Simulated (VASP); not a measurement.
# CoSn2 (I4/mcm) in VASP: further runs

CoSn2 is run at these levels: PBEsol; tasks: single point.

Everything below comes from runs of VASP 6.6.1. Logs are shortened: lines on timing, memory, paths and dates and some standing lists are left out, and cuts for length are marked.

## (1) The cell of the first run

It takes space group I4/mcm (No. 140, tetragonal). Conventional cell: a = 6.155 Å, b = 6.155 Å, c = 5.281 Å, α = 90.00°, β = 90.00°, γ = 90.00°. Within 3.5 Å of Co (site symmetry 422) lie 2 Co at 2.64 Å and 8 Sn at 2.65 Å. Within 3.5 Å of Sn (site symmetry m2m) lie 4 Co at 2.65 Å and 11 Sn at 2.88 to 3.34 Å.

## (2) Single point, PBEsol (16.67 Å³/atom)

File INCAR:

```
SYSTEM = CoSn2
  PREC = Accurate
  ENCUT = 520
  EDIFF = 1E-6
  ISMEAR = 0
  SIGMA = 0.1
  LREAL = .False.
  LASPH = .True.
  NELM = 80
  ALGO = Fast
  ISIF = 2
  LWAVE = .False.
  LCHARG = .True.
  GGA = PS
  LELF = .True.
  LVHAR = .True.
  NBANDS = 46
```

File KPOINTS:

```
regular mesh
0
Gamma
  8 8 8
  0 0 0
```

File POSCAR:

```
CoSn2
1.0
   -3.0774923269      3.0774923269      2.6405702589
    3.0774923269     -3.0774923269      2.6405702589
    3.0774923269      3.0774923269     -2.6405702589
Co Sn
2 4
Direct
    0.2500000000      0.2500000000      0.0000000000
    0.7500000000      0.7500000000      0.0000000000
    0.6656961369      0.1656961369      0.8313922738
    0.1656961369      0.3343038631      0.5000000000
    0.3343038631      0.8343038631      0.1686077262
    0.8343038631      0.6656961369      0.5000000000
```

Potentials or basis: VASP PAW PBE potentials, release 64 (Co, Sn_d).

Started as:

```console
$ cat potpaw_PBE.64/Co/POTCAR potpaw_PBE.64/Sn_d/POTCAR > POTCAR
$ mpirun -np 1 vasp_std > vasp.out
```

OUTCAR:

```text
SYSTEM = CoSn2
   PREC = Accurate
   ENCUT = 520
   EDIFF = 1E-6
   ISMEAR = 0
   LREAL = .False.
   LASPH = .True.
   NELM = 80
   ISIF = 2
   GGA = PS

 ion  position               nearest neighbor table
   1  0.250  0.250  0.000-   2 2.64   2 2.64   3 2.65   5 2.65   4 2.65   6 2.65   6 2.65   4 2.65
                             3 2.65   5 2.65
   2  0.750  0.750  0.000-   1 2.64   1 2.64   3 2.65   5 2.65   6 2.65   4 2.65   4 2.65   6 2.65
                             5 2.65   3 2.65
   3  0.666  0.166  0.831-   1 2.65   2 2.65   1 2.65   2 2.65   5 2.88   5 3.02   5 3.02   6 3.25
                             4 3.25   4 3.25   6 3.25   6 3.34   4 3.34   4 3.34   6 3.34
   4  0.166  0.334  0.500-   2 2.65   1 2.65   1 2.65   2 2.65   6 2.88   6 3.02   6 3.02   3 3.25
                             5 3.25   5 3.25   3 3.25   3 3.34   5 3.34   3 3.34   5 3.34
   5  0.334  0.834  0.169-   1 2.65   2 2.65   1 2.65   2 2.65   3 2.88   3 3.02   3 3.02   6 3.25
                             4 3.25   6 3.25   4 3.25   4 3.34   6 3.34   6 3.34   4 3.34
   6  0.834  0.666  0.500-   1 2.65   2 2.65   2 2.65   1 2.65   4 2.88   4 3.02   4 3.02   5 3.25
                             3 3.25   3 3.25   5 3.25   5 3.34   3 3.34   3 3.34   5 3.34

  LATTYP: Found a body centered tetragonal cell.
 ALAT       =     6.1549846538
 C/A-ratio  =     0.8580265939

  Lattice vectors:

 A1 = (  -3.0774923269,   3.0774923269,   2.6405702589)
 A2 = (   3.0774923269,  -3.0774923269,   2.6405702589)
 A3 = (   3.0774923269,   3.0774923269,  -2.6405702589)

Analysis of symmetry for initial positions (statically):
=====================================================================
 Subroutine PRICEL returns:
 Original cell was already a primitive cell.

 Routine SETGRP: Setting up the symmetry group for a
 body centered tetragonal supercell.

 Subroutine GETGRP returns: Found 16 space group operations
 (whereof  8 operations were pure point group operations)
 out of a pool of 16 trial point group operations.

The static configuration has the point symmetry C_4h.
 The point group associated with its full space group is D_4h.

Analysis of symmetry for dynamics (positions and initial velocities):
=====================================================================
 Subroutine PRICEL returns:
 Original cell was already a primitive cell.

 Routine SETGRP: Setting up the symmetry group for a
 body centered tetragonal supercell.

 Subroutine GETGRP returns: Found 16 space group operations
 (whereof  8 operations were pure point group operations)
 out of a pool of 16 trial point group operations.

The dynamic configuration has the point symmetry C_4h.
 The point group associated with its full space group is D_4h.

 Subroutine INISYM returns: Found 16 space group operations
 (whereof  8 operations are pure point group operations),
 and found     1 'primitive' translations

----------------------------------------------------------------------------------------

                                     Primitive cell

  volume of cell :     100.0349

  direct lattice vectors                    reciprocal lattice vectors
    -3.077492327  3.077492327  2.640570259     0.000000000  0.162469942  0.189353038
     3.077492327 -3.077492327  2.640570259     0.162469942  0.000000000  0.189353038
     3.077492327  3.077492327 -2.640570259     0.162469942  0.162469942  0.000000000

  length of vectors
     5.090631526  5.090631526  5.090631526     0.249501613  0.249501613  0.229767196

  position of ions in fractional coordinates (direct lattice)
     0.250000000  0.250000000  0.000000000
     0.750000000  0.750000000  0.000000000
     0.665696137  0.165696137  0.831392274
     0.165696137  0.334303863  0.500000000
     0.334303863  0.834303863  0.168607726
     0.834303863  0.665696137  0.500000000

  ion indices of the primitive-cell ions
   primitive index   ion index
                 1           1
                 2           2
                 3           3
                 4           4
                 5           5
                 6           6

----------------------------------------------------------------------------------------

 KPOINTS: regular mesh

Automatic generation of k-mesh.
 Grid dimensions read from file:
 generate k-points for:    8    8    8

 Generating k-lattice:

  Cartesian coordinates                     Fractional coordinates (reciprocal lattice)
     0.000000000  0.020308743  0.023669130     0.125000000  0.000000000  0.000000000
     0.020308743  0.000000000  0.023669130     0.000000000  0.125000000  0.000000000
     0.020308743  0.020308743  0.000000000     0.000000000  0.000000000  0.125000000

  Length of vectors
     0.031187702  0.031187702  0.028720899

  Shift w.r.t. Gamma in fractional coordinates (k-lattice)
     0.000000000  0.000000000  0.000000000

 Subroutine IBZKPT returns following result:
 ===========================================

 Found     59 irreducible k-points:

 Following reciprocal coordinates:
            Coordinates               Weight
  0.000000  0.000000  0.000000      1.000000
  0.125000  0.000000  0.000000      8.000000
  0.250000  0.000000  0.000000      8.000000
  0.375000  0.000000 -0.000000      8.000000
  0.500000  0.000000  0.000000      4.000000
  0.125000  0.125000  0.000000      8.000000
[... 16 lines left out ...]
  0.250000  0.125000  0.125000     16.000000
  0.375000  0.125000  0.125000      8.000000
 [... further k-points ...]
   k-points           NKPTS =     59   k-points in BZ     NKDIM =     59   number of bands    NBANDS=     46
   number of dos      NEDOS =    301   number of ions     NIONS =      6
   total plane-waves  NPLWV =  64000
   dimension x,y,z NGX =    40 NGY =   40 NGZ =   40
   dimension x,y,z NGXF=    80 NGYF=   80 NGZF=   80
   ions per type =               2   4
   NGX,Y,Z   is equivalent  to a cutoff of  13.06, 13.06, 13.06 a.u.
   NGXF,Y,Z  is equivalent  to a cutoff of  26.13, 26.13, 26.13 a.u.
 SYSTEM =  CoSn2
   PREC   = accura    normal or accurate (medium, high low for compatibility)
   ISTART =      0    job   : 0-new  1-cont  2-samecut
   ICHARG =      2    charge: 1-file 2-atom 10-const
   ISPIN  =      1    spin polarized calculation?
   LNONCOLLINEAR =      F non collinear calculations
   LSORBIT =      F    spin-orbit coupling
   LASPH  =      T    aspherical Exc in radial PAW
   ENCUT  =  520.0 eV  38.22 Ry    6.18 a.u.   9.47  9.47  9.47*2*pi/ulx,y,z
   NELM   =     80;   NELMIN=  2; NELMDL= -5     # of ELM steps
   EDIFF  = 0.1E-05   stopping-criterion for ELM
   LREAL  =      F    real-space projection
[... 7 lines left out ...]
   TEBEG  =    0.0;   TEEND  =   0.0 temperature during run
   PSTRESS=    0.0 pullay stress
   NELECT =      74.0000    total number of electrons
   NUPDOWN=      -1.0000    fix difference up-down
   EMIN   =  10.00;   EMAX   =-10.00  energy-range for DOS
   EFERMI =   0.00;   METHOD = LEGACY
   ISMEAR =     0;   SIGMA  =   0.10  broadening in eV -4-tet -1-fermi 0-gaus
   EFERMI_NEDOS =   21; number of points for ismear=-14 and -15
   IALGO  =     68    algorithm
   IMIX   =      4    mixing-type and parameters
     AMIX     =   0.40;   BMIX     =  1.00
     AMIX_MAG =   1.60;   BMIX_MAG =  1.00
  volume/ion in A,a.u.               =      16.67       112.51
  Fermi-wavevector in a.u.,A,eV,Ry     =   1.480590  2.797910 29.825972  2.192147
  Thomas-Fermi vector in A             =   2.594605
   LORBIT       =      0    0 simple, 1 ext, 2 COOP (PROOUT), +10 PAW based schemes
   GGA     = PS    functional components
   LHFCALC =     F    Hartree Fock is set to
   AEXX    =    0.0000 exact exchange contribution
   IVDW    =     0    specifies the selected vdW correction
   LEPSILON=     F    determine dielectric tensor
   LRPA    =     F    only Hartree local field effects (RPA)
 non-spin polarized calculation
 RMM-DIIS sequential band-by-band and
 Gauss-broadening in eV      SIGMA  =   0.10
  energy-cutoff  :      520.00
  volume of cell :      100.03
 maximum number of plane-waves:      2725
 NGX is ok and might be reduce to    40
   NGX = 19   NGY = 19   NGZ = 19

 number of electron      74.0000001 magnetization

 Free energy of the ion-electron system (eV)
  ---------------------------------------------------
  ext. energy  EPLUGINS =         0.00000000
  ---------------------------------------------------
  free energy    TOTEN  =       -33.13574800 eV

  energy without entropy =      -33.12119967  energy(sigma->0) =      -33.12847384

 E-fermi :  11.8323     XC(G=0): -12.4363

 val. band max:       11.8287347936   @ k =  -0.2500   0.2500   0.1250
 cond. band min:      11.8501393098   @ k =   0.2500   0.1250   0.1250
 fundamental gap:      0.0214045162
 Fermi energy:        11.8322700318

 k-point     1 :       0.0000    0.0000    0.0000
  band No.  band energies     occupation
      1      -9.7606      2.00000
      2      -9.7404      2.00000
      3      -9.7052      2.00000
      4      -9.7052      2.00000
      5      -9.7005      2.00000
      6      -9.6992      2.00000
[... 38 lines left out ...]
     45      17.0419      0.00000
     46      17.5893      0.00000

 k-point     2 :       0.1250    0.0000    0.0000
  band No.  band energies     occupation
      1      -9.7713      2.00000
      2      -9.7482      2.00000
      3      -9.7350      2.00000
      4      -9.7248      2.00000
      5      -9.7166      2.00000
      6      -9.6724      2.00000
[... 38 lines left out ...]
     45      17.1805      0.00000
     46      17.8728      0.00000

 k-point     3 :       0.2500    0.0000    0.0000
  band No.  band energies     occupation
      1      -9.7944      2.00000
      2      -9.7927      2.00000
      3      -9.7658      2.00000
      4      -9.7149      2.00000
      5      -9.6868      2.00000
      6      -9.6709      2.00000
[... 38 lines left out ...]
     45      17.3803      0.00000
     46      17.6170      0.00000

 k-point     4 :       0.3750    0.0000   -0.0000
  band No.  band energies     occupation
      1      -9.8114      2.00000
      2      -9.8105      2.00000
      3      -9.7828      2.00000
      4      -9.7342      2.00000
      5      -9.6708      2.00000
      6      -9.6574      2.00000
[... 920 lines left out ...]
     45      17.3657      0.00000
     46      17.5877      0.00000

 k-point    23 :       0.2500    0.1250    0.1250
  band No.  band energies     occupation
      1      -9.8212      2.00000
      2      -9.8090      2.00000
      3      -9.7568      2.00000
      4      -9.7305      2.00000
      5      -9.6888      2.00000
      6      -9.6683      2.00000
[... 38 lines left out ...]
     45      16.4909      0.00000
     46      17.2940      0.00000

 k-point    24 :       0.3750    0.1250    0.1250
  band No.  band energies     occupation
      1      -9.8162      2.00000
      2      -9.8162      2.00000
      3      -9.7537      2.00000
      4      -9.7537      2.00000
      5      -9.6799      2.00000
      6      -9.6799      2.00000
[... 38 lines left out ...]
     45      16.3465      0.00000
     46      16.3465      0.00000

 [... further k-points ...]
[... 5 lines left out ...]
  --------------------------------------------------------------------------------------
  -------------------------------------------------------------------------------------
  Total        5.3558709      5.3558709      5.3767457      0.0000000      0.0000000     -0.0000000
  in kB       85.7805847     85.7805847     86.1149204      0.0000000      0.0000000     -0.0000000
  external PRESSURE =      85.8920300 kB  Pullay stress =       0.0000000 kB

 VOLUME and BASIS-vectors are now :
 -----------------------------------------------------------------------------
  energy-cutoff  :      520.00
  volume of cell :      100.03
      direct lattice vectors                 reciprocal lattice vectors
    -3.077492327  3.077492327  2.640570259     0.000000000  0.162469942  0.189353038
     3.077492327 -3.077492327  2.640570259     0.162469942  0.000000000  0.189353038
     3.077492327  3.077492327 -2.640570259     0.162469942  0.162469942  0.000000000

 POSITION                                       TOTAL-FORCE (eV/Angst)
 -----------------------------------------------------------------------------------
      0.00000      0.00000      1.32029        -0.000000     -0.000000      0.000000
      0.00000      0.00000      3.96086        -0.000000     -0.000000      0.000000
      1.01986      4.09735      0.00000         0.002385      0.002385      0.000000
      2.05764      1.01986      0.00000        -0.002385      0.002385      0.000000
      2.05764     -1.01986      2.64057        -0.002385     -0.002385      0.000000
      1.01986      2.05764      2.64057         0.002385     -0.002385     -0.000000
 -----------------------------------------------------------------------------------
    total drift:                                0.000000     -0.000000      0.000000

  FREE ENERGIE OF THE ION-ELECTRON SYSTEM (eV)
  ---------------------------------------------------
  free  energy   TOTEN  =       -33.1357480028 eV

  energy  without entropy=      -33.1211996722  energy(sigma->0) =      -33.12847384
```

Run time: 2.8 min. Hardware: 1 thread of AMD EPYC 9R45 (Zen 5), shared host; peak memory 0.35 GiB.

What came out:

```yaml
Free_energy: -33.1357 eV
Pressure: 8.6 GPa
Largest_force: 0.003 eV/Å
Band_gap_on_the_k_mesh: zero (bands 37 and 38 overlap by 1.81 eV)
```

Forces in eV/Å, atoms in the order of the input:
```
Co   0.000  0.000  0.000
Co   0.000  0.000  0.000
Sn   0.002  0.002  0.000
Sn  -0.002  0.002  0.000
Sn  -0.002 -0.002  0.000
Sn   0.002 -0.002  0.000
```

Caveat: the cell stands under pressure; the PAW data sets were made with another functional, which shifts forces and pressure a little; spin-orbit coupling is left out, which moves the levels of the heavy elements; the run has no spin polarisation, though such a crystal can be magnetic.

## (3) Single point, PBEsol (17.20 Å³/atom)

This run uses another cell than the first one, of 17.20 Å³/atom.

File INCAR:

```
SYSTEM = CoSn2
ALGO = Fast
EDIFF = 1E-6
ENCUT = 520
GGA = PS
ISIF = 2
ISMEAR = 0
LASPH = .True.
LCHARG = .False.
LREAL = .False.
LWAVE = .False.
NBANDS = 46
NELM = 60
PREC = Accurate
SIGMA = 0.1
```

File KPOINTS:

```
k-points
0
Gamma
  8 8 8
  0 0 0
```

File POSCAR:

```
CoSn2
1.0
   -3.1089864897      3.1089864897      2.6699178328
    3.1089864897     -3.1089864897      2.6699178328
    3.1089864897      3.1089864897     -2.6699178328
Co Sn
2 4
Direct
    0.2500000000      0.2500000000      0.0000000000
    0.7500000000      0.7500000000      0.0000000000
    0.6660024747      0.1660024747      0.8320049494
    0.1660024747      0.3339975253      0.5000000000
    0.3339975253      0.8339975253      0.1679950506
    0.8339975253      0.6660024747      0.5000000000
```

Potentials or basis: VASP PAW PBE potentials, release 64 (Co, Sn_d).

Started as:

```console
$ cat potpaw_PBE.64/Co/POTCAR potpaw_PBE.64/Sn_d/POTCAR > POTCAR
$ mpirun -np 1 vasp_std > vasp.out
```

Wall time 2.9 min (1 thread of AMD EPYC 9R45 (Zen 5), shared host); peak memory 0.35 GiB.

Results (log left out):

| Quantity | Value |
| --- | --- |
| Free energy | -33.2596 eV |
| Pressure | 3.9 GPa |
| Largest force | 0.004 eV/Å |
| Band gap on the k mesh | zero (bands 37 and 38 overlap by 1.76 eV) |

Forces on the atoms (eV/Å):
```
Co   0.000  0.000  0.000
Co   0.000  0.000  0.000
Sn   0.003  0.003  0.000
Sn  -0.003  0.003  0.000
Sn  -0.003 -0.003  0.000
Sn   0.003 -0.003  0.000
```

Levels at points of the mesh, in eV from the Fermi level:
```tsv
k point	band 35	band 36	band 37	band 38	band 39	band 40
(0.00, 0.00, 0.00)	-1.20	-1.10	-0.62	-0.62	0.45	0.57
(0.50, 0.00, 0.00)	-0.76	-0.76	0.23	0.23	2.10	2.10
(0.50, 0.50, 0.00)	-1.12	-0.74	-0.61	0.77	0.90	1.56
(0.50, 0.50, 0.50)	-0.73	0.28	0.37	1.69	2.73	2.73
```

Caveat: the cell stands under pressure; the PAW data sets were made with another functional, which shifts forces and pressure a little; spin-orbit coupling is left out, which moves the levels of the heavy elements; the run has no spin polarisation, though such a crystal can be magnetic. Spin polarisation is off, so any magnetic state and its effect on volume and gap are missing.

## (4) Single point, PBEsol (18.27 Å³/atom)

This run uses another cell than the first one, of 18.27 Å³/atom.

File INCAR:

```
ALGO     = Fast           # electronic algorithm
EDIFF    = 1E-7           # SCF threshold, eV
ENCUT    = 520            # plane-wave cutoff, eV
GGA      = PS             # functional
ISIF     = 2              # what is computed and relaxed
ISMEAR   = 0              # smearing method
LASPH    = True           # aspherical terms in the spheres
LCHARG   = False          # write CHGCAR
LREAL    = False          # projectors in reciprocal space
LWAVE    = False          # write WAVECAR
NBANDS   = 46             # bands
NELM     = 60             # most SCF steps
PREC     = Accurate       # precision mode
SIGMA    = 0.1            # smearing width, eV
```

File KPOINTS:

```
k-points
0
Gamma
  8 8 8
```

File POSCAR:

```
CoSn2
1.0
   -3.1698345069      3.1698345069      2.7272683871
    3.1698345069     -3.1698345069      2.7272683871
    3.1698345069      3.1698345069     -2.7272683871
Co Sn
2 4
Direct
    0.2500000000      0.2500000000      0.0000000000
    0.7500000000      0.7500000000      0.0000000000
    0.6667018120      0.1667018120      0.8334036239
    0.1667018120      0.3332981880      0.5000000000
    0.3332981880      0.8332981880      0.1665963761
    0.8332981880      0.6667018120      0.5000000000
```

Started as:

```console
$ cat potpaw_PBE.64/Co/POTCAR potpaw_PBE.64/Sn_d/POTCAR > POTCAR
$ mpirun -np 1 vasp_std > vasp.out
```

Run time: 3.3 min. Hardware: 1 thread of AMD EPYC 9R45 (Zen 5), shared host; peak memory 0.36 GiB.

It converged, with:

```yaml
Free_energy: -33.2658 eV
Pressure: -3.3 GPa
Largest_force: 0.005 eV/Å
Band_gap_on_the_k_mesh: zero (bands 37 and 38 overlap by 1.54 eV)
```

Forces on the atoms (eV/Å):
```
Co   0.000  0.000  0.000
Co   0.000  0.000  0.000
Sn   0.003  0.003  0.000
Sn  -0.003  0.003  0.000
Sn  -0.003 -0.003  0.000
Sn   0.003 -0.003  0.000
```

Levels at points of the mesh, in eV from the Fermi level:
| k point | band 34 | band 35 | band 36 | band 37 | band 38 | band 39 | band 40 | band 41 |
| --- | --- | --- | --- | --- | --- | --- | --- | --- |
| (0.00, 0.00, 0.00) | -1.27 | -1.09 | -1.03 | -0.57 | -0.57 | 0.40 | 0.44 | 0.44 |
| (0.50, 0.00, 0.00) | -0.98 | -0.69 | -0.69 | 0.22 | 0.22 | 1.87 | 1.87 | 3.23 |
| (0.50, 0.50, 0.00) | -1.08 | -1.04 | -0.68 | -0.56 | 0.70 | 0.81 | 1.31 | 2.83 |
| (0.50, 0.50, 0.50) | -0.67 | -0.67 | 0.15 | 0.26 | 1.63 | 2.61 | 2.70 | 2.70 |

Caveat: the cell stands under tension; the PAW data sets were made with another functional, which shifts forces and pressure a little; spin-orbit coupling is left out, which moves the levels of the heavy elements; the run has no spin polarisation, though such a crystal can be magnetic. Spin polarisation is off, so any magnetic state and its effect on volume and gap are missing.

[end of part 1 of 2]

The gap in the log of VASP goes by the Fermi energy; the results here count the filled bands.